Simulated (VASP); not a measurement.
# Br in VASP: further runs

Br is run at these levels: PBE, PBE+D3(BJ), PBEsol; tasks: single point, relaxation of cell and atoms.

Everything below comes from runs of VASP 6.6.1. Logs are shortened: lines on timing, memory, paths and dates and some standing lists are left out, and cuts for length are marked.

## (1) The cell of the first run

Symmetry: Cmce, No. 64, orthorhombic system. The conventional cell has a = 8.639 Å, b = 4.273 Å, c = 8.711 Å, α = 90.00°, β = 90.00°, γ = 90.00°. Within 3.2 Å of Br (site symmetry m) lie 3 Br at 2.39 to 3.13 Å.

## (2) Single point, PBE

The input, INCAR:

```
PREC = Accurate
ENCUT = 520
EDIFF = 1E-7
ISMEAR = -1
SIGMA = 0.05
LREAL = False
LASPH = True
NELM = 100
ALGO = Normal
ISIF = 2
LWAVE = False
LCHARG = False
GGA = PE
NBANDS = 22
```

The input, KPOINTS:

```
regular mesh
0
Gamma
  7 7 3
```

The input, POSCAR:

```
Br
1.0
    4.3194207880     -2.1366066428      0.0000000000
    4.3194207880      2.1366066428      0.0000000000
    0.0000000000      0.0000000000      8.7106191711
Br
4
Direct
    0.3583234205      0.6416765795      0.3816686357
    0.1416765795      0.8583234205      0.8816686357
    0.6416765795      0.3583234205      0.6183313643
    0.8583234205      0.1416765795      0.1183313643
```

Potentials or basis: VASP PAW PBE potentials, release 64 (Br).

Started as:

```
$ cat potpaw_PBE.64/Br/POTCAR > POTCAR
$ mpirun -np 1 vasp_std > vasp.out
```

OUTCAR:

```text
PREC = Accurate
   ENCUT = 520
   EDIFF = 1E-7
   ISMEAR = -1
   LREAL = False
   LASPH = True
   NELM = 100
   ISIF = 2
   GGA = PE

 ion  position               nearest neighbor table
   1  0.358  0.642  0.382-   3 2.39
   2  0.142  0.858  0.882-   4 2.39
   3  0.642  0.358  0.618-   1 2.39
   4  0.858  0.142  0.118-   2 2.39

  LATTYP: Found a base centered orthorhombic cell.
 ALAT       =     4.2732132856
 B/A-ratio  =     2.0216265837
 C/A-ratio  =     2.0384236847

  Lattice vectors:

 A1 = (  -4.3194207880,  -2.1366066428,   0.0000000000)
 A2 = (   4.3194207880,  -2.1366066428,   0.0000000000)
 A3 = (   0.0000000000,   0.0000000000,   8.7106191711)

Analysis of symmetry for initial positions (statically):
=====================================================================
 Subroutine PRICEL returns:
 Original cell was already a primitive cell.

 Routine SETGRP: Setting up the symmetry group for a
 base centered orthorhombic supercell.

 Subroutine GETGRP returns: Found  8 space group operations
 (whereof  4 operations were pure point group operations)
 out of a pool of  8 trial point group operations.

The static configuration has the point symmetry C_2h.
 The point group associated with its full space group is D_2h.

Analysis of symmetry for dynamics (positions and initial velocities):
=====================================================================
 Subroutine PRICEL returns:
 Original cell was already a primitive cell.

 Routine SETGRP: Setting up the symmetry group for a
 base centered orthorhombic supercell.

 Subroutine GETGRP returns: Found  8 space group operations
 (whereof  4 operations were pure point group operations)
 out of a pool of  8 trial point group operations.

The dynamic configuration has the point symmetry C_2h.
 The point group associated with its full space group is D_2h.

 Subroutine INISYM returns: Found  8 space group operations
 (whereof  4 operations are pure point group operations),
 and found     1 'primitive' translations

----------------------------------------------------------------------------------------

                                     Primitive cell

  volume of cell :     160.7789

  direct lattice vectors                    reciprocal lattice vectors
     4.319420788 -2.136606643  0.000000000     0.115756261 -0.234015934  0.000000000
     4.319420788  2.136606643  0.000000000     0.115756261  0.234015934  0.000000000
     0.000000000  0.000000000  8.710619171     0.000000000  0.000000000  0.114802402

  length of vectors
     4.818971248  4.818971248  8.710619171     0.261080389  0.261080389  0.114802402

  position of ions in fractional coordinates (direct lattice)
     0.358323420  0.641676580  0.381668636
     0.141676580  0.858323420  0.881668636
     0.641676580  0.358323420  0.618331364
     0.858323420  0.141676580  0.118331364

  ion indices of the primitive-cell ions
   primitive index   ion index
                 1           1
                 2           2
                 3           3
                 4           4

----------------------------------------------------------------------------------------

 KPOINTS: regular mesh

Automatic generation of k-mesh.
 Grid dimensions read from file:
 generate k-points for:    7    7    3

 Generating k-lattice:

  Cartesian coordinates                     Fractional coordinates (reciprocal lattice)
     0.016536609 -0.033430848  0.000000000     0.142857143 -0.000000000  0.000000000
     0.016536609  0.033430848  0.000000000    -0.000000000  0.142857143  0.000000000
     0.000000000  0.000000000  0.038267467     0.000000000  0.000000000  0.333333333

  Length of vectors
     0.037297198  0.037297198  0.038267467

  Shift w.r.t. Gamma in fractional coordinates (k-lattice)
     0.000000000  0.000000000  0.000000000

 Subroutine IBZKPT returns following result:
 ===========================================

 Found     32 irreducible k-points:

 Following reciprocal coordinates:
            Coordinates               Weight
  0.000000  0.000000  0.000000      1.000000
  0.142857 -0.000000  0.000000      4.000000
  0.285714  0.000000  0.000000      4.000000
  0.428571 -0.000000  0.000000      4.000000
  0.142857  0.142857  0.000000      2.000000
  0.285714  0.142857  0.000000      4.000000
[... 16 lines left out ...]
  0.428571  0.142857  0.333333      8.000000
 -0.428571  0.142857  0.333333      8.000000
 [... further k-points ...]
   k-points           NKPTS =     32   k-points in BZ     NKDIM =     32   number of bands    NBANDS=     22
   number of dos      NEDOS =    301   number of ions     NIONS =      4
   total plane-waves  NPLWV =  90720
   dimension x,y,z NGX =    36 NGY =   36 NGZ =   70
   dimension x,y,z NGXF=    72 NGYF=   72 NGZF=  140
   ions per type =               4
   NGX,Y,Z   is equivalent  to a cutoff of  12.42, 12.42, 13.36 a.u.
   NGXF,Y,Z  is equivalent  to a cutoff of  24.84, 24.84, 26.72 a.u.
 SYSTEM =  unknown system
   PREC   = accura    normal or accurate (medium, high low for compatibility)
   ISTART =      0    job   : 0-new  1-cont  2-samecut
   ICHARG =      2    charge: 1-file 2-atom 10-const
   ISPIN  =      1    spin polarized calculation?
   LNONCOLLINEAR =      F non collinear calculations
   LSORBIT =      F    spin-orbit coupling
   LASPH  =      T    aspherical Exc in radial PAW
   ENCUT  =  520.0 eV  38.22 Ry    6.18 a.u.   8.96  8.96 16.20*2*pi/ulx,y,z
   NELM   =    100;   NELMIN=  2; NELMDL= -5     # of ELM steps
   EDIFF  = 0.1E-06   stopping-criterion for ELM
   LREAL  =      F    real-space projection
   EDIFFG = 0.1E-05   stopping-criterion for IOM
   NSW    =      0    number of steps for IOM
   IBRION =     -1    ionic relax: 0-MD 1-quasi-New 2-CG
   NFREE  =      0    steps in history (QN), initial steepest desc. (CG)
   ISIF   =      2    stress and relaxation
   ISYM   =      2    0-nonsym 1-usesym 2-fastsym
   POTIM  = 0.5000    time-step for ionic-motion
   TEBEG  =    0.0;   TEEND  =   0.0 temperature during run
   PSTRESS=    0.0 pullay stress
   NELECT =      28.0000    total number of electrons
   NUPDOWN=      -1.0000    fix difference up-down
   EMIN   =  10.00;   EMAX   =-10.00  energy-range for DOS
   EFERMI =   0.00;   METHOD = LEGACY
   ISMEAR =    -1;   SIGMA  =   0.05  broadening in eV -4-tet -1-fermi 0-gaus
   EFERMI_NEDOS =   21; number of points for ismear=-14 and -15
   IALGO  =     38    algorithm
   IMIX   =      4    mixing-type and parameters
     AMIX     =   0.40;   BMIX     =  1.00
     AMIX_MAG =   1.60;   BMIX_MAG =  1.00
  volume/ion in A,a.u.               =      40.19       271.25
  Fermi-wavevector in a.u.,A,eV,Ry     =   0.914221  1.727627 11.371747  0.835800
  Thomas-Fermi vector in A             =   2.038823
   LORBIT       =      0    0 simple, 1 ext, 2 COOP (PROOUT), +10 PAW based schemes
   GGA     = PE    functional components
   LHFCALC =     F    Hartree Fock is set to
   AEXX    =    0.0000 exact exchange contribution
   IVDW    =     0    specifies the selected vdW correction
   LEPSILON=     F    determine dielectric tensor
   LRPA    =     F    only Hartree local field effects (RPA)
 non-spin polarized calculation
  energy-cutoff  :      520.00
  volume of cell :      160.78
 maximum number of plane-waves:      4354
   NGX = 17   NGY = 17   NGZ = 33

 number of electron      28.0000002 magnetization

 Free energy of the ion-electron system (eV)
  ---------------------------------------------------
  ext. energy  EPLUGINS =         0.00000000
  ---------------------------------------------------
  free energy    TOTEN  =        -6.56951322 eV

  energy without entropy =       -6.56951299  energy(sigma->0) =       -6.56951311

 E-fermi :  -0.6218     XC(G=0):  -7.0344

 val. band max:       -1.2927401090   @ k =   0.0000   0.0000   0.0000
 cond. band min:       0.0766428441   @ k =   0.0000   0.0000   0.0000
 fundamental gap:      1.3693829531
 Fermi energy:        -0.6217552925

 k-point     1 :       0.0000    0.0000    0.0000
  band No.  band energies     occupation
      1     -16.9235      2.00000
      2     -16.3874      2.00000
      3     -14.7759      2.00000
      4     -13.7945      2.00000
      5      -6.1566      2.00000
      6      -4.9122      2.00000
[... 14 lines left out ...]
     21       8.0424      0.00000
     22       8.0755      0.00000

 k-point     2 :       0.1429   -0.0000    0.0000
  band No.  band energies     occupation
      1     -16.8753      2.00000
      2     -16.3870      2.00000
      3     -14.7361      2.00000
      4     -13.8580      2.00000
      5      -6.1661      2.00000
      6      -5.0958      2.00000
[... 14 lines left out ...]
     21       7.8278      0.00000
     22       8.1631      0.00000

 k-point     3 :       0.2857    0.0000    0.0000
  band No.  band energies     occupation
      1     -16.7484      2.00000
      2     -16.4018      2.00000
      3     -14.6235      2.00000
      4     -14.0261      2.00000
      5      -6.2023      2.00000
      6      -5.5666      2.00000
[... 14 lines left out ...]
     21       7.6074      0.00000
     22       8.0938      0.00000

 k-point     4 :       0.4286   -0.0000    0.0000
  band No.  band energies     occupation
      1     -16.5918      2.00000
      2     -16.4653      2.00000
      3     -14.4532      2.00000
      4     -14.2432      2.00000
      5      -6.1953      2.00000
      6      -5.9964      2.00000
[... 14 lines left out ...]
     21       8.7148      0.00000
     22       8.9425      0.00000

 k-point     5 :       0.1429    0.1429    0.0000
  band No.  band energies     occupation
      1     -16.9167      2.00000
      2     -16.3829      2.00000
      3     -14.7700      2.00000
      4     -13.7937      2.00000
      5      -6.1488      2.00000
      6      -4.9188      2.00000
[... 14 lines left out ...]
     21       7.7690      0.00000
     22       7.8930      0.00000

 k-point     6 :       0.2857    0.1429    0.0000
  band No.  band energies     occupation
      1     -16.8638      2.00000
      2     -16.3800      2.00000
      3     -14.7259      2.00000
      4     -13.8574      2.00000
      5      -6.1534      2.00000
      6      -5.1079      2.00000
[... 14 lines left out ...]
     21       7.5180      0.00000
     22       8.1172      0.00000

 k-point     7 :       0.4286    0.1429    0.0000
  band No.  band energies     occupation
      1     -16.7370      2.00000
      2     -16.3968      2.00000
      3     -14.6128      2.00000
      4     -14.0278      2.00000
      5      -6.1893      2.00000
      6      -5.5817      2.00000
[... 324 lines left out ...]
      6      -5.8688      2.00000
[... 14 lines left out ...]
     21       8.4734      0.00000
     22       8.8183      0.00000

 k-point    21 :       0.1429    0.1429    0.3333
  band No.  band energies     occupation
      1     -16.8137      2.00000
      2     -16.5574      2.00000
      3     -14.4929      2.00000
      4     -14.0161      2.00000
      5      -5.8945      2.00000
      6      -5.3124      2.00000
[... 14 lines left out ...]
     21       8.1644      0.00000
     22       8.1732      0.00000

 k-point    22 :       0.2857    0.1429    0.3333
  band No.  band energies     occupation
      1     -16.7683      2.00000
      2     -16.5344      2.00000
      3     -14.4815      2.00000
      4     -14.0557      2.00000
      5      -5.9379      2.00000
      6      -5.4341      2.00000
[... 14 lines left out ...]
     21       7.5608      0.00000
     22       7.9195      0.00000

 k-point    23 :       0.4286    0.1429    0.3333
  band No.  band energies     occupation
      1     -16.6650      2.00000
      2     -16.4977      2.00000
      3     -14.4535      2.00000
      4     -14.1640      2.00000
      5      -6.0170      2.00000
      6      -5.6621      2.00000
[... 14 lines left out ...]
     21       7.7409      0.00000
     22       7.9823      0.00000

 k-point    24 :      -0.4286    0.1429    0.3333
  band No.  band energies     occupation
      1     -16.5567      2.00000
      2     -16.4972      2.00000
      3     -14.3959      2.00000
      4     -14.2973      2.00000
      5      -6.0102      2.00000
      6      -5.8746      2.00000
[... 14 lines left out ...]
     21       8.3059      0.00000
     22       8.4826      0.00000

 [... further k-points ...]
[... 5 lines left out ...]
  --------------------------------------------------------------------------------------
  -------------------------------------------------------------------------------------
  Total        0.0095683      0.0008909      0.0133109      0.0000000      0.0000000      0.0000000
  in kB        0.0953486      0.0088776      0.1326445      0.0000000      0.0000000      0.0000000
  external PRESSURE =       0.0789569 kB  Pullay stress =       0.0000000 kB

 VOLUME and BASIS-vectors are now :
 -----------------------------------------------------------------------------
  energy-cutoff  :      520.00
  volume of cell :      160.78
      direct lattice vectors                 reciprocal lattice vectors
     4.319420788 -2.136606643  0.000000000     0.115756261 -0.234015934  0.000000000
     4.319420788  2.136606643  0.000000000     0.115756261  0.234015934  0.000000000
     0.000000000  0.000000000  8.710619171     0.000000000  0.000000000  0.114802402

 POSITION                                       TOTAL-FORCE (eV/Angst)
 -----------------------------------------------------------------------------------
      4.31942      0.60541      3.32457         0.000000      0.002893     -0.004741
      4.31942      1.53119      7.67988         0.000000     -0.002893     -0.004741
      4.31942     -0.60541      5.38605         0.000000     -0.002893      0.004741
      4.31942     -1.53119      1.03074         0.000000      0.002893      0.004741
 -----------------------------------------------------------------------------------
    total drift:                               -0.000000     -0.000000     -0.000000

  FREE ENERGIE OF THE ION-ELECTRON SYSTEM (eV)
  ---------------------------------------------------
  free  energy   TOTEN  =        -6.5695132202 eV

  energy  without entropy=       -6.5695129923  energy(sigma->0) =       -6.56951311
```

It took 2.7 min on 1 thread of Oxide Virtual Turin-like, shared host; peak memory 0.27 GiB.

What came out:

```yaml
Free_energy: -6.5695 eV
Pressure: 0.0 GPa
Largest_force: 0.006 eV/Å
Band_gap_on_the_k_mesh: 1.37 eV, direct
```

Forces on the atoms (eV/Å):
```
Br   0.000  0.003 -0.005
Br   0.000 -0.003 -0.005
Br   0.000 -0.003  0.005
Br   0.000  0.003  0.005
```

A k mesh can miss the band edges.

## (3) Relaxation of cell and atoms, PBE

This run uses another cell than the first one, of 33.99 Å³/atom, 0.846 times its volume.

The input, INCAR:

```
SYSTEM = Br
ALGO = Normal
EDIFF = 1E-6
EDIFFG = -0.01
ENCUT = 600
GGA = PE
IBRION = 2
ISIF = 3
ISMEAR = -1
LASPH = .True.
LCHARG = .False.
LREAL = .False.
LWAVE = .False.
NELM = 80
NSW = 60
PREC = Accurate
SIGMA = 0.05
```

The input, KPOINTS:

```
k-points
0
Gamma
  7 7 3
  0 0 0
```

The input, POSCAR:

```
Br
1.0
    3.3632500000     -2.3225500000      0.0000000000
    3.3632500000      2.3225500000      0.0000000000
    0.0000000000      0.0000000000      8.7023000000
Br
4
Direct
    0.3651000000      0.6349000000      0.3901000000
    0.1349000000      0.8651000000      0.8901000000
    0.6349000000      0.3651000000      0.6099000000
    0.8651000000      0.1349000000      0.1099000000
```

Potentials or basis: VASP PAW PBE potentials, release 64 (Br).

Started as:

```
$ cat potpaw_PBE.64/Br/POTCAR > POTCAR
$ mpirun -np 1 vasp_std > vasp.out
```

Run time: 19 min. Hardware: 1 thread of Oxide Virtual Turin-like, shared host; peak memory 0.3 GiB.

It converged, with:

```yaml
Free_energy: -6.5671 eV
Relaxed_volume: 39.11 Å³/atom
Relaxed_cell: a = 4.724 Å, b = 4.724 Å, c = 8.708 Å, α = 90.00°, β = 90.00°, γ = 53.62°
Space_group_after_relaxing_to_0.05_Å: Cmce (No. 64)
Energy_gained_by_relaxing: 48.6 meV/atom
Ionic_steps: 13
Pressure_after_relaxing: 0.0 GPa
Largest_force_after_relaxing: 0.005 eV/Å
Band_gap_on_the_k_mesh: 1.36 eV, direct
```

Forces in eV/Å, atoms in the order of the input:
```
Br   0.000 -0.005  0.001
Br   0.000  0.005  0.001
Br   0.000  0.005 -0.001
Br   0.000 -0.005 -0.001
```

The path:
```csv
step,energy change (eV),largest force (eV/Å),pressure (GPa),volume (Å³)
1,0.0000,0.8819,1.85,135.95
2,0.0059,0.6127,-1.63,143.79
3,-0.0571,0.0994,-0.03,139.55
4,-0.0745,0.0930,-0.05,140.09
5,-0.1181,0.0770,0.00,141.56
6,-0.1593,0.1070,0.44,143.97
7,-0.1560,0.3652,-0.71,149.72
8,-0.1654,0.1543,-0.10,146.46
9,-0.1794,0.1228,-0.12,149.47
10,-0.1940,0.0514,-0.10,156.11
11,-0.1941,0.0457,-0.10,156.81
12,-0.1874,0.2119,0.59,154.66
13,-0.1945,0.0047,0.02,156.43
```

Final structure:
```xyz
4
Lattice="4.2160 -2.1305 0.0000 4.2160 2.1305 0.0000 0.0000 0.0000 8.7076" Properties=species:S:1:pos:R:3 pbc="T T T"
Br    4.2160    0.6075    3.3233
Br    4.2160    1.5230    7.6771
Br    4.2160   -0.6075    5.3844
Br    4.2160   -1.5230    1.0305
```

Levels at points of the mesh, in eV from the valence-band top:
```
           k point  band 10  band 11  band 12  band 13  band 14  band 15  band 16  band 17  band 18
(0.00, 0.00, 0.00)    -1.77    -1.31    -0.74    -0.45     0.00     1.36     2.24     5.37     6.55
```

Caveat: the volume moved by over 15 % at a fixed basis, so the end points are rough; the volume moved by +15 % from the deposited cell, more than functionals usually miss.

(Continued in part 2 of 2.)
